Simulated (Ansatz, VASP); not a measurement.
## K in VASP and in Ansatz

```
K
1.0
     0.00000    4.38545    4.38545
     4.38545    0.00000    4.38545
     4.38545    4.38545    0.00000
K
2
Cartesian
  -1.0964 -1.0964 -1.0964
  1.0964 1.0964 1.0964
```

Change from the starting cell: volume scaled by 0.76, LAPW.

Alike in both runs: task single point; functional PBE; k mesh 8 × 8 × 8; occupations fermi-dirac, width 0.1 eV; no spin polarisation.

|  | VASP | Ansatz |
| --- | --- | --- |
| version | VASP 6.6.1 | Ansatz 0.2.0 |
| potentials or method | VASP PAW PBE potentials, release 64 (K_sv), cutoff 520 eV | all-electron LAPW, scalar-relativistic |

|  | VASP | Ansatz | Ansatz less VASP |
| --- | --- | --- | --- |
| pressure (GPa) | 0.5 | 0.5 | +0.01 |

Ansatz ran all-electron here, and VASP with PAW potentials.
